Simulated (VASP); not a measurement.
# As in VASP: further runs, part 2 of 2

VASP 6.6.1. Earlier steps stand in the parts before.

**4. Relaxation of cell and atoms, PBE**

This run uses another cell than the first one: it holds 3 atoms, not 6.

INCAR

```
ALGO     = Normal         # electronic algorithm
EDIFF    = 1E-6           # SCF threshold, eV
EDIFFG   = -0.01          # ionic threshold
ENCUT    = 600            # plane-wave cutoff, eV
GGA      = PE             # functional
IBRION   = 2              # ionic algorithm
ISIF     = 3              # what is computed and relaxed
ISMEAR   = 0              # smearing method
LASPH    = T              # aspherical terms in the spheres
LCHARG   = F              # write CHGCAR
LREAL    = F              # projectors in reciprocal space
LWAVE    = F              # write WAVECAR
NELM     = 100            # most SCF steps
NSW      = 100            # ionic steps
PREC     = Accurate       # precision mode
SIGMA    = 0.1            # smearing width, eV
```

KPOINTS

```
k-points
0
Gamma
  16 12 8
```

POSCAR

```
As
1.0
    2.7500192995      0.0000000000      0.0000000000
    0.0000000000      3.9057831979      0.0000000000
    0.0000000000      0.0000000000      6.2882300989
As
3
Direct
    0.5000000000      0.5000000000      0.7969824913
    0.5000000000      0.5000000000      0.2030175087
    0.5000000000      0.0000000000      0.5000000000
```

Potentials or basis: VASP PAW PBE potentials, release 64 (As).

Run with:

```sh
cat potpaw_PBE.64/As/POTCAR > POTCAR
mpirun -np 1 vasp_std > vasp.out
```

OUTCAR:

```text
EDIFF = 1E-6
   EDIFFG = -0.01
   ENCUT = 600
   GGA = PE
   IBRION = 2
   ISIF = 3
   ISMEAR = 0
   LASPH = T
   LREAL = F
   NELM = 100
   NSW = 100
   PREC = Accurate

 ion  position               nearest neighbor table
   1  0.500  0.500  0.797-   2 2.55   3 2.70   3 2.70
   2  0.500  0.500  0.203-   1 2.55   3 2.70   3 2.70
   3  0.500  0.000  0.500-   1 2.70   2 2.70   1 2.70   2 2.70

  LATTYP: Found a simple orthorhombic cell.
 ALAT       =     2.7500192995
 B/A-ratio  =     1.4202748317
 C/A-ratio  =     2.2866130794

  Lattice vectors:

 A1 = (   2.7500192995,   0.0000000000,   0.0000000000)
 A2 = (   0.0000000000,   3.9057831979,   0.0000000000)
 A3 = (   0.0000000000,   0.0000000000,   6.2882300989)

Analysis of symmetry for initial positions (statically):
=====================================================================
 Subroutine PRICEL returns:
 Original cell was already a primitive cell.

 Routine SETGRP: Setting up the symmetry group for a
 simple orthorhombic supercell.

 Subroutine GETGRP returns: Found  8 space group operations
 (whereof  8 operations were pure point group operations)
 out of a pool of  8 trial point group operations.

The static configuration has the point symmetry D_2h.

Analysis of symmetry for dynamics (positions and initial velocities):
=====================================================================
 Subroutine PRICEL returns:
 Original cell was already a primitive cell.

 Routine SETGRP: Setting up the symmetry group for a
 simple orthorhombic supercell.

 Subroutine GETGRP returns: Found  8 space group operations
 (whereof  8 operations were pure point group operations)
 out of a pool of  8 trial point group operations.

The dynamic configuration has the point symmetry D_2h.

 Subroutine INISYM returns: Found  8 space group operations
 (whereof  8 operations are pure point group operations),
 and found     1 'primitive' translations

----------------------------------------------------------------------------------------

                                     Primitive cell

  volume of cell :      67.5417

  direct lattice vectors                    reciprocal lattice vectors
     2.750019299  0.000000000  0.000000000     0.363633812  0.000000000  0.000000000
     0.000000000  3.905783198  0.000000000     0.000000000  0.256030596  0.000000000
     0.000000000  0.000000000  6.288230099     0.000000000  0.000000000  0.159027260

  length of vectors
     2.750019299  3.905783198  6.288230099     0.363633812  0.256030596  0.159027260

  position of ions in fractional coordinates (direct lattice)
     0.500000000  0.500000000  0.796982491
     0.500000000  0.500000000  0.203017509
     0.500000000  0.000000000  0.500000000

  ion indices of the primitive-cell ions
   primitive index   ion index
                 1           1
                 2           2
                 3           3

----------------------------------------------------------------------------------------

 KPOINTS: k-points

Automatic generation of k-mesh.
 Grid dimensions read from file:
 generate k-points for:   16   12    8

 Generating k-lattice:

  Cartesian coordinates                     Fractional coordinates (reciprocal lattice)
     0.022727113  0.000000000  0.000000000     0.062500000  0.000000000  0.000000000
[... 54 lines left out ...]
   LNONCOLLINEAR =      F non collinear calculations
   LSORBIT =      F    spin-orbit coupling
   LASPH  =      T    aspherical Exc in radial PAW
   ENCUT  =  600.0 eV  44.10 Ry    6.64 a.u.   5.49  7.80 12.56*2*pi/ulx,y,z
   NELM   =    100;   NELMIN=  2; NELMDL= -5     # of ELM steps
   EDIFF  = 0.1E-05   stopping-criterion for ELM
   LREAL  =      F    real-space projection
   EDIFFG = -.1E-01   stopping-criterion for IOM
   NSW    =    100    number of steps for IOM
   IBRION =      2    ionic relax: 0-MD 1-quasi-New 2-CG
   NFREE  =      1    steps in history (QN), initial steepest desc. (CG)
   ISIF   =      3    stress and relaxation
   ISYM   =      2    0-nonsym 1-usesym 2-fastsym
   POTIM  = 0.5000    time-step for ionic-motion
   TEBEG  =    0.0;   TEEND  =   0.0 temperature during run
   PSTRESS=    0.0 pullay stress
   NELECT =      15.0000    total number of electrons
   NUPDOWN=      -1.0000    fix difference up-down
   EMIN   =  10.00;   EMAX   =-10.00  energy-range for DOS
   EFERMI =   0.00;   METHOD = LEGACY
   ISMEAR =     0;   SIGMA  =   0.10  broadening in eV -4-tet -1-fermi 0-gaus
   EFERMI_NEDOS =   21; number of points for ismear=-14 and -15
   IALGO  =     38    algorithm
   IMIX   =      4    mixing-type and parameters
     AMIX     =   0.40;   BMIX     =  1.00
     AMIX_MAG =   1.60;   BMIX_MAG =  1.00
  volume/ion in A,a.u.               =      22.51       151.93
  Fermi-wavevector in a.u.,A,eV,Ry     =   0.991397  1.873470 13.372745  0.982869
  Thomas-Fermi vector in A             =   2.123136
   LORBIT       =      0    0 simple, 1 ext, 2 COOP (PROOUT), +10 PAW based schemes
   GGA     = PE    functional components
   LHFCALC =     F    Hartree Fock is set to
   AEXX    =    0.0000 exact exchange contribution
   IVDW    =     0    specifies the selected vdW correction
   LEPSILON=     F    determine dielectric tensor
   LRPA    =     F    only Hartree local field effects (RPA)
 conjugate gradient relaxation of ions
 non-spin polarized calculation
 Gauss-broadening in eV      SIGMA  =   0.10
  energy-cutoff  :      600.00
  volume of cell :       67.54
 maximum number of plane-waves:      2285
 NGX is ok and might be reduce to    24

--------------------------------------- Ionic step        1  -------------------------------------------

 number of electron      14.9999999 magnetization

 Free energy of the ion-electron system (eV)
  ---------------------------------------------------
  ext. energy  EPLUGINS =         0.00000000
  ---------------------------------------------------
  free energy    TOTEN  =       -13.40593595 eV

  energy without entropy =      -13.39829343  energy(sigma->0) =      -13.40211469

------------------------ aborting loop because EDIFF is reached ----------------------------------------

  FORCE on cell =-STRESS in cart. coord.  units (eV):
  Direction    XX          YY          ZZ          XY          YZ          ZX
  --------------------------------------------------------------------------------------
  -------------------------------------------------------------------------------------
  Total       -0.4606754      0.0986107      0.3520037      0.0000000      0.0000000      0.0000000
  in kB      -10.9278142      2.3391738      8.3499822      0.0000000      0.0000000      0.0000000
  external PRESSURE =      -0.0795528 kB  Pullay stress =       0.0000000 kB
[... 172 lines left out ...]
--------------------------------------- Ionic step        6  -------------------------------------------

 number of electron      14.9999999 magnetization

 Free energy of the ion-electron system (eV)
  ---------------------------------------------------
  ext. energy  EPLUGINS =         0.00000000
  ---------------------------------------------------
  free energy    TOTEN  =       -13.41361088 eV

  energy without entropy =      -13.40634107  energy(sigma->0) =      -13.40997597

 E-fermi :   4.7227     XC(G=0):  -9.7339

 val. band max:        4.7126804934   @ k =   0.3125   0.3333   0.2500
 cond. band min:       4.7262746302   @ k =   0.1875   0.1667   0.2500
 fundamental gap:      0.0135941368
 Fermi energy:         4.7227010162

 k-point     1 :       0.0000    0.0000    0.0000
  band No.  band energies     occupation
      1      -9.8424      2.00000
      2      -6.8242      2.00000
      3      -6.2544      2.00000
      4       0.7975      2.00000
      5       1.5478      2.00000
      6       3.1577      2.00000
      7       4.0521      2.00000
      8       5.8176      0.00000
      9       7.7391      0.00000
     10       8.3048      0.00000
     11       9.0971      0.00000
[... 309 lines left out ...]
 k-point    24 :       0.3125    0.1667    0.0000
  band No.  band energies     occupation
      1      -7.9397      2.00000
      2      -4.9699      2.00000
      3      -4.7119      2.00000
      4       0.8474      2.00000
      5       1.1844      2.00000
      6       3.0017      2.00000
      7       3.6788      2.00000
      8       3.9317      2.00000
      9       4.7040      1.20881
     10       6.6942      0.00000
     11       6.9798      0.00000

 [... further k-points ...]

------------------------ aborting loop because EDIFF is reached ----------------------------------------

  FORCE on cell =-STRESS in cart. coord.  units (eV):
  Direction    XX          YY          ZZ          XY          YZ          ZX
  --------------------------------------------------------------------------------------
  -------------------------------------------------------------------------------------
  Total        0.0105263      0.0097637      0.0191307     -0.0000000      0.0000000      0.0000000
  in kB        0.2501019      0.2319827      0.4545425     -0.0000000      0.0000000      0.0000000
  external PRESSURE =       0.3122090 kB  Pullay stress =       0.0000000 kB
[... 18 lines left out ...]
  FREE ENERGIE OF THE ION-ELECTRON SYSTEM (eV)
  ---------------------------------------------------
  free  energy   TOTEN  =       -13.4136108800 eV

  energy  without entropy=      -13.4063410668  energy(sigma->0) =      -13.40997597

 reached required accuracy - stopping structural energy minimisation
```

It took 3.5 min on 1 thread of Intel Xeon 6975P-C (Granite Rapids), shared host; peak memory 0.39 GiB.

What came out:

| Property | Result |
| --- | --- |
| Free energy | -13.4136 eV |
| Relaxed volume | 22.48 Å³/atom |
| Relaxed cell | a = 2.711 Å, b = 3.916 Å, c = 6.351 Å, α = 90.00°, β = 90.00°, γ = 90.00° |
| Space group after relaxing (to 0.1 Å) | Pmmm (No. 47) |
| Energy gained by relaxing | 2.6 meV/atom |
| Ionic steps | 6 |
| Pressure after relaxing | 0.0 GPa |
| Largest force after relaxing | 0.007 eV/Å |
| Band gap on the k mesh | zero (an odd number of electrons rules out a gap without spin polarisation) |

Forces in eV/Å, atoms in the order of the input:
```
As   0.000  0.000 -0.007
As   0.000  0.000  0.007
As   0.000  0.000  0.000
```

Step by step:
```csv
step,energy change (eV),largest force (eV/Å),pressure (GPa),volume (Å³)
1,0.0000,0.1537,-0.01,67.54
2,-0.0058,0.0734,-0.06,67.53
3,-0.0074,0.0115,-0.03,67.50
4,-0.0077,0.0088,-0.05,67.51
5,-0.0077,0.0114,-0.05,67.51
6,-0.0077,0.0072,0.03,67.43
```

Final structure:
```yaml
crystal:
  lattice:
    - [2.71144, 0.00000, 0.00000]
    - [0.00000, 3.91578, 0.00000]
    - [0.00000, 0.00000, 6.35112]
  atoms:
    - { symbol: As, position: [0.50000, 0.50000, 0.79471] }
    - { symbol: As, position: [0.50000, 0.50000, 0.20529] }
    - { symbol: As, position: [0.50000, 0.00000, 0.50000] }
```

Levels at points of the mesh, in eV from the Fermi level:
```tsv
k point	band 5	band 6	band 7	band 8	band 9	band 10	band 11
(0.00, 0.00, 0.00)	-3.17	-1.57	-0.67	1.09	3.02	3.58	4.37
(0.50, 0.00, 0.00)	-3.91	-3.40	-1.48	-0.24	1.19	1.75	3.62
(0.00, 0.50, 0.00)	-5.36	-3.19	1.91	2.29	3.86	5.56	6.04
(0.50, 0.50, 0.00)	-4.66	-3.96	-3.48	-2.73	-0.08	3.04	4.08
(0.00, 0.00, 0.50)	-3.60	-1.93	0.21	0.47	2.98	4.80	5.48
(0.50, 0.00, 0.50)	-5.37	-2.52	-2.10	-1.18	0.58	3.20	3.48
(0.00, 0.50, 0.50)	-3.59	-3.56	-0.95	0.72	5.75	6.05	6.24
(0.50, 0.50, 0.50)	-4.65	-3.98	-3.28	-1.10	-0.64	1.95	3.00
```

**5. Overview**

| task | cell | k mesh | cutoff (eV) | gap on the mesh (eV) | pressure (GPa) | largest force (eV/Å) |
| --- | --- | --- | --- | --- | --- | --- |
| single point | a = 6.863, b = 6.863, c = 3.906 Å, angles 90.0, 90.0, 132.8°, 6 atoms, atomic positions A | 4 × 4 × 6 | 520 | none | 0.0 | 0.02 |
| single point | a = 2.710, b = 3.917, c = 6.345 Å, 3 atoms, atomic positions B | 16 × 12 × 8 | 520 | none | 0.1 | 0.01 |
| relaxation of cell and atoms | relaxed from a = 2.750, b = 3.906, c = 6.288 Å, 3 atoms, atomic positions C | 16 × 12 × 8 | 600 | none | 0.0 | 0.01 |

Alike in all rows: level PBE; potentials or basis VASP PAW PBE potentials, release 64 (As); no spin polarisation; smearing gaussian 0.1 eV.

Total energies depend on the potentials used, so only differences within one code and one set of settings carry meaning.

The gap in the log of VASP goes by the Fermi energy; the results here count the filled bands.